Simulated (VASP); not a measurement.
# MgS (Fm-3m) in VASP: notebook

Runs on MgS. Level: PBEsol. Tasks: elastic constants.

Program: VASP 6.6.1. These are calculated values, not measurements. Logs are shortened: lines on timing, memory, paths and dates and some standing lists are left out, and cuts for length are marked.

### Step 1. The cell of the first run

The structure is cubic, space group Fm-3m (No. 225). Conventional cell: a = 5.160 Å, b = 5.160 Å, c = 5.160 Å, α = 90.00°, β = 90.00°, γ = 90.00°. Within 3.4 Å of Mg (site symmetry m-3m) lie 6 S at 2.58 Å. S (site symmetry m-3m) has 6 Mg at 2.58 Å within 3.4 Å.

### Step 2. Elastic constants, PBEsol

File INCAR:

```
ALGO = Normal
EDIFF = 1E-8
ENCUT = 600
GGA = PS
IBRION = 6
ISIF = 3
ISMEAR = 0
LASPH = T
LCHARG = F
LREAL = F
LWAVE = F
NBANDS = 11
NELM = 80
NFREE = 2
NSW = 1
POTIM = 0.015
PREC = Accurate
SIGMA = 0.01
```

File KPOINTS:

```
k-points
0
Gamma
  8 8 8
```

File POSCAR:

```
MgS
1.0
    0.0000000000      2.5802346226      2.5802346226
    2.5802346226      0.0000000000      2.5802346226
    2.5802346226      2.5802346226      0.0000000000
Mg S
1 1
Direct
    0.0000000000      0.0000000000      0.0000000000
    0.5000000000      0.5000000000      0.5000000000
```

Potentials or basis: VASP PAW PBE potentials, release 64 (Mg, S).

Launch:

```bash
> cat potpaw_PBE.64/Mg/POTCAR potpaw_PBE.64/S/POTCAR > POTCAR
> mpirun -np 1 vasp_std > vasp.out
```

OUTCAR:

```text
EDIFF = 1E-8
   ENCUT = 600
   GGA = PS
   IBRION = 6
   ISIF = 3
   ISMEAR = 0
   LASPH = T
   LREAL = F
   NELM = 80
   NFREE = 2
   NSW = 1
   POTIM = 0.015
   PREC = Accurate

 ion  position               nearest neighbor table
   1  0.000  0.000  0.000-   2 2.58   2 2.58   2 2.58   2 2.58   2 2.58   2 2.58
   2  0.500  0.500  0.500-   1 2.58   1 2.58   1 2.58   1 2.58   1 2.58   1 2.58

  LATTYP: Found a face centered cubic cell.
 ALAT       =     5.1604692452

  Lattice vectors:

 A1 = (   0.0000000000,   2.5802346226,   2.5802346226)
 A2 = (   2.5802346226,   0.0000000000,   2.5802346226)
 A3 = (   2.5802346226,   2.5802346226,   0.0000000000)

Analysis of symmetry for initial positions (statically):
=====================================================================
 Subroutine PRICEL returns:
 Original cell was already a primitive cell.

 Routine SETGRP: Setting up the symmetry group for a
 face centered cubic supercell.

 Subroutine GETGRP returns: Found 48 space group operations
 (whereof 48 operations were pure point group operations)
 out of a pool of 48 trial point group operations.

The static configuration has the point symmetry O_h .

Analysis of symmetry for dynamics (positions and initial velocities):
=====================================================================
 Subroutine PRICEL returns:
 Original cell was already a primitive cell.

 Routine SETGRP: Setting up the symmetry group for a
 face centered cubic supercell.

 Subroutine GETGRP returns: Found 48 space group operations
 (whereof 48 operations were pure point group operations)
 out of a pool of 48 trial point group operations.

The dynamic configuration has the point symmetry O_h .

 Subroutine INISYM returns: Found 48 space group operations
 (whereof 48 operations are pure point group operations),
 and found     1 'primitive' translations

----------------------------------------------------------------------------------------

                                     Primitive cell

  volume of cell :      34.3564

  direct lattice vectors                    reciprocal lattice vectors
     0.000000000  2.580234623  2.580234623    -0.193780827  0.193780827  0.193780827
     2.580234623  0.000000000  2.580234623     0.193780827 -0.193780827  0.193780827
     2.580234623  2.580234623  0.000000000     0.193780827  0.193780827 -0.193780827

  length of vectors
     3.649002797  3.649002797  3.649002797     0.335638239  0.335638239  0.335638239

  position of ions in fractional coordinates (direct lattice)
     0.000000000  0.000000000  0.000000000
     0.500000000  0.500000000  0.500000000

  ion indices of the primitive-cell ions
   primitive index   ion index
                 1           1
                 2           2

----------------------------------------------------------------------------------------

 KPOINTS: k-points

Automatic generation of k-mesh.
 Grid dimensions read from file:
 generate k-points for:    8    8    8

 Generating k-lattice:

  Cartesian coordinates                     Fractional coordinates (reciprocal lattice)
    -0.024222603  0.024222603  0.024222603     0.125000000  0.000000000  0.000000000
     0.024222603 -0.024222603  0.024222603     0.000000000  0.125000000  0.000000000
     0.024222603  0.024222603 -0.024222603     0.000000000  0.000000000  0.125000000

  Length of vectors
     0.041954780  0.041954780  0.041954780

  Shift w.r.t. Gamma in fractional coordinates (k-lattice)
     0.000000000  0.000000000  0.000000000

 Subroutine IBZKPT returns following result:
 ===========================================

 Found     29 irreducible k-points:

 Following reciprocal coordinates:
            Coordinates               Weight
  0.000000  0.000000  0.000000      1.000000
  0.125000  0.000000  0.000000      8.000000
  0.250000  0.000000  0.000000      8.000000
  0.375000  0.000000  0.000000      8.000000
  0.500000  0.000000  0.000000      4.000000
  0.125000  0.125000  0.000000      6.000000
[... 16 lines left out ...]
  0.500000  0.250000  0.125000     48.000000
 -0.375000  0.250000  0.125000     24.000000
 [... further k-points ...]
   k-points           NKPTS =     29   k-points in BZ     NKDIM =     29   number of bands    NBANDS=     11
   number of dos      NEDOS =    301   number of ions     NIONS =      2
   total plane-waves  NPLWV =  27000
   dimension x,y,z NGX =    30 NGY =   30 NGZ =   30
   dimension x,y,z NGXF=    60 NGYF=   60 NGZF=   60
   ions per type =               1   1
   NGX,Y,Z   is equivalent  to a cutoff of  13.67, 13.67, 13.67 a.u.
   NGXF,Y,Z  is equivalent  to a cutoff of  27.34, 27.34, 27.34 a.u.
 SYSTEM =  unknown system
[... 35 lines left out ...]
   LHFCALC =     F    Hartree Fock is set to
   AEXX    =    0.0000 exact exchange contribution
   IVDW    =     0    specifies the selected vdW correction
   LEPSILON=     F    determine dielectric tensor
   LRPA    =     F    only Hartree local field effects (RPA)
 finite differences with symmetry
 non-spin polarized calculation
 Gauss-broadening in eV      SIGMA  =   0.01
  energy-cutoff  :      600.00
  volume of cell :       34.36
 maximum number of plane-waves:      1162
 NGX is ok and might be reduce to    30
   NGX = 15   NGY = 15   NGZ = 15

--------------------------------------- Ionic step        1  -------------------------------------------

 number of electron       8.0000000 magnetization

 Free energy of the ion-electron system (eV)
  ---------------------------------------------------
  ext. energy  EPLUGINS =         0.00000000
  ---------------------------------------------------
  free energy    TOTEN  =        -9.07460387 eV

  energy without entropy =       -9.07460387  energy(sigma->0) =       -9.07460387

------------------------ aborting loop because EDIFF is reached ----------------------------------------

  FORCE on cell =-STRESS in cart. coord.  units (eV):
  Direction    XX          YY          ZZ          XY          YZ          ZX
  --------------------------------------------------------------------------------------
  -------------------------------------------------------------------------------------
  Total        0.1785212      0.1785212      0.1785212     -0.0000000     -0.0000000     -0.0000000
  in kB        8.3251635      8.3251635      8.3251635     -0.0000000     -0.0000000     -0.0000000
  external PRESSURE =       8.3251635 kB  Pullay stress =       0.0000000 kB
[... 89 lines left out ...]
  FREE ENERGIE OF THE ION-ELECTRON SYSTEM (eV)
  ---------------------------------------------------
  free  energy   TOTEN  =        -9.0677871834 eV

  energy  without entropy=       -9.0677871834  energy(sigma->0) =       -9.06778718

 E-fermi :   4.1234     XC(G=0): -10.0025

 val. band max:        4.0615412458   @ k =   0.0000   0.0000   0.0000
 cond. band min:       6.7719179173   @ k =   0.5000   0.5000   0.0000
 fundamental gap:      2.7103766714
 Fermi energy:         4.1233814196

 k-point     1 :       0.0000    0.0000    0.0000
  band No.  band energies     occupation
      1      -8.8797      2.00000
      2       3.9939      2.00000
      3       4.0615      2.00000
      4       4.0615      2.00000
      5       7.9517      0.00000
      6      11.8132      0.00000
      7      11.8132      0.00000
      8      11.9736      0.00000
      9      14.2840      0.00000
     10      14.4999      0.00000
     11      16.4306      0.00000
[... 310 lines left out ...]
  band No.  band energies     occupation
      1      -7.2288      2.00000
      2      -0.5267      2.00000
      3       1.7366      2.00000
      4       2.8034      2.00000
      5       9.6169      0.00000
      6      10.0675      0.00000
      7      12.5257      0.00000
      8      13.5383      0.00000
      9      16.3365      0.00000
     10      17.6281      0.00000
     11      19.7302      0.00000

 [... further k-points ...]

[... ionic steps 4 to 14 ...]

--------------------------------------- Ionic step       15  -------------------------------------------

 number of electron       8.0000000 magnetization

------------------------ aborting loop because EDIFF is reached ----------------------------------------
[... 67 lines left out ...]
--------------------------------------- Ionic step       17  -------------------------------------------

 number of electron       8.0000000 magnetization

 Free energy of the ion-electron system (eV)
  ---------------------------------------------------
  ext. energy  EPLUGINS =         0.00000000
  ---------------------------------------------------
  free energy    TOTEN  =        -9.07424186 eV

  energy without entropy =       -9.07424186  energy(sigma->0) =       -9.07424186

 E-fermi :   3.9743     XC(G=0):  -9.9395

 val. band max:        3.8996319414   @ k =   0.0000   0.0000   0.0000
 cond. band min:       6.6549005909   @ k =   0.5000   0.5000   0.0000
 fundamental gap:      2.7552686495
 Fermi energy:         3.9742799887

 k-point     1 :       0.0000    0.0000    0.0000
  band No.  band energies     occupation
      1      -8.9283      2.00000
      2       3.8992      2.00000
      3       3.8996      2.00000
      4       3.8996      2.00000
      5       7.6893      0.00000
      6      11.7369      0.00000
      7      11.7369      0.00000
      8      11.7373      0.00000
      9      14.2377      0.00000
     10      14.2383      0.00000
     11      16.2538      0.00000
[... 351 lines left out ...]
  FREE ENERGIE OF THE ION-ELECTRON SYSTEM (eV)
  ---------------------------------------------------
  free  energy   TOTEN  =        -9.0742418553 eV

  energy  without entropy=       -9.0742418553  energy(sigma->0) =       -9.07424186

 INTERNAL STRAIN TENSORS FROM STRAINED CELLS
 ============================================

 INTERNAL STRAIN TENSOR FOR ION    1 for displacements in x,y,z  (eV/Angst):
          X           Y           Z          XY          YZ          ZX
  --------------------------------------------------------------------------------
  x     0.00000     0.00000    -0.00000     0.00000     0.00000    -0.00000
  y     0.00000     0.00000     0.00000    -0.00000     0.00000     0.00000
  z     0.00000    -0.00000     0.00000     0.00000     0.00000    -0.00000

 INTERNAL STRAIN TENSORS FROM DISPLACED ATOMS
 ============================================

 INTERNAL STRAIN TENSOR FOR ION    1 for displacements in x,y,z  (eV/Angst):
          X           Y           Z          XY          YZ          ZX
  --------------------------------------------------------------------------------
  x     0.00000     0.00000     0.00000     0.00000     0.00000     0.00000
  y     0.00000     0.00000     0.00000     0.00000     0.00000     0.00000
  z     0.00000     0.00000     0.00000     0.00000     0.00000     0.00000

 INTERNAL STRAIN TENSOR FOR ION    2 for displacements in x,y,z  (eV/Angst):
          X           Y           Z          XY          YZ          ZX
  --------------------------------------------------------------------------------
  x     0.00000     0.00000     0.00000     0.00000     0.00000     0.00000
  y     0.00000     0.00000     0.00000     0.00000     0.00000     0.00000
  z     0.00000     0.00000     0.00000     0.00000     0.00000     0.00000

 Eigenvectors and eigenvalues of the dynamical matrix
 ----------------------------------------------------

   1 f  =    7.543878 THz    47.399582 2PiTHz  251.636676 cm-1    31.198958 meV
             X         Y         Z           dx          dy          dz
      0.000000  0.000000  0.000000     0.341014    0.672711    0.000000
      2.580235  2.580235  2.580235    -0.296896   -0.585681    0.000000
[... 21 lines left out ...]
   6 f/i=    0.000065 THz     0.000407 2PiTHz    0.002161 cm-1     0.000268 meV
             X         Y         Z           dx          dy          dz
      0.000000  0.000000  0.000000    -0.492288    0.434537    0.000000
      2.580235  2.580235  2.580235    -0.565440    0.499107    0.000000

--------------------------------------------------------------------------------------------------------

 ELASTIC MODULI CONTR FROM IONIC RELAXATION (kBar)
 Direction    XX          YY          ZZ          XY          YZ          ZX
 --------------------------------------------------------------------------------
 XX           0.0000      0.0000      0.0000      0.0000      0.0000      0.0000
 YY           0.0000      0.0000      0.0000      0.0000      0.0000      0.0000
 ZZ           0.0000      0.0000      0.0000      0.0000      0.0000      0.0000
 XY           0.0000      0.0000      0.0000      0.0000      0.0000      0.0000
 YZ           0.0000      0.0000      0.0000      0.0000      0.0000      0.0000
 ZX           0.0000      0.0000      0.0000      0.0000      0.0000      0.0000
 --------------------------------------------------------------------------------

 TOTAL ELASTIC MODULI (kBar)
 Direction    XX          YY          ZZ          XY          YZ          ZX
 --------------------------------------------------------------------------------
 XX        1615.8137    419.2521    419.2521     -0.0000      0.0000     -0.0000
 YY         419.2521   1615.8137    419.2521      0.0000      0.0000     -0.0000
 ZZ         419.2521    419.2521   1615.8137      0.0000      0.0000      0.0000
 XY          -0.0000      0.0000      0.0000    550.0477      0.0000      0.0000
 YZ           0.0000      0.0000      0.0000      0.0000    550.0477      0.0000
 ZX          -0.0000     -0.0000      0.0000      0.0000      0.0000    550.0477
 --------------------------------------------------------------------------------
```

Run time: 4.1 min. Hardware: 1 thread of AMD EPYC 9R45 (Zen 5), shared host; peak memory 0.25 GiB.

Results:

```yaml
Elastic_constants_C11_C12_C44: 162, 42, 55 GPa
Voigt_bulk_modulus: 82 GPa
Highest_phonon_frequency_at_Γ_LO-TO_splitting_left_out: 252 cm⁻¹
```

Phonon frequencies in cm⁻¹ (negative: imaginary):
```tsv
q point	frequencies
(0.000, 0.000, 0.000)	0 0 0 252 252 252
```

Elastic tensor in Voigt notation (GPa, in the Cartesian axes of the cell as first typed):
```
162  42  42   0   0   0
 42 162  42   0   0   0
 42  42 162   0   0   0
  0   0   0  55   0   0
  0   0   0   0  55   0
  0   0   0   0   0  55
```

Clamped-ion elastic tensor (GPa):
```
162  42  42   0   0   0
 42 162  42   0   0   0
 42  42 162   0   0   0
  0   0   0  55   0   0
  0   0   0   0  55   0
  0   0   0   0   0  55
```

Caveat: the PAW data sets were made with another functional, which shifts forces and pressure a little.

### Step 3. Elastic constants, PBEsol

This run uses another cell than the first one, of 17.39 Å³/atom, 1.013 times its volume.

File INCAR:

```
  PREC = Accurate
  ENCUT = 600
  EDIFF = 1E-8
  ISMEAR = 0
  SIGMA = 0.01
  LREAL = False
  LASPH = True
  NELM = 80
  ALGO = Normal
  ISIF = 3
  LWAVE = False
  LCHARG = False
  GGA = PS
  NBANDS = 11
  IBRION = 6
  NFREE = 2
  POTIM = 0.015
  NSW = 1
```

File KPOINTS:

```
regular mesh
0
Gamma
  8 8 8
```

File POSCAR:

```
MgS
1.0
    0.0000000000      2.5909606437      2.5909606437
    2.5909606437      0.0000000000      2.5909606437
    2.5909606437      2.5909606437      0.0000000000
Mg S
1 1
Direct
    0.0000000000      0.0000000000      0.0000000000
    0.5000000000      0.5000000000      0.5000000000
```

Potentials or basis: VASP PAW PBE potentials, release 64 (Mg, S).

Launch:

```bash
> cat potpaw_PBE.64/Mg/POTCAR potpaw_PBE.64/S/POTCAR > POTCAR
> mpirun -np 1 vasp_std > vasp.out
```

Run time: 4.2 min. Hardware: 1 thread of AMD EPYC 9R45 (Zen 5), shared host; peak memory 0.25 GiB.

The run converged. Its results:

* Elastic constants C11, C12, C44: 153, 41, 54 GPa
* Voigt bulk modulus: 79 GPa
* Highest phonon frequency at Γ, LO-TO splitting left out: 243 cm⁻¹

Phonon frequencies in cm⁻¹ (negative: imaginary):
| q point | frequencies |
| --- | --- |
| (0.000, 0.000, 0.000) | 0 0 0 243 243 243 |

Elastic tensor in Voigt notation (GPa, in the Cartesian axes of the cell as first typed):
```
153  41  41   0   0   0
 41 153  41   0   0   0
 41  41 153   0   0   0
  0   0   0  54   0   0
  0   0   0   0  54   0
  0   0   0   0   0  54
```

Clamped-ion elastic tensor (GPa):
```
153  41  41   0   0   0
 41 153  41   0   0   0
 41  41 153   0   0   0
  0   0   0  54   0   0
  0   0   0   0  54   0
  0   0   0   0   0  54
```

Caveat: the PAW data sets were made with another functional, which shifts forces and pressure a little.
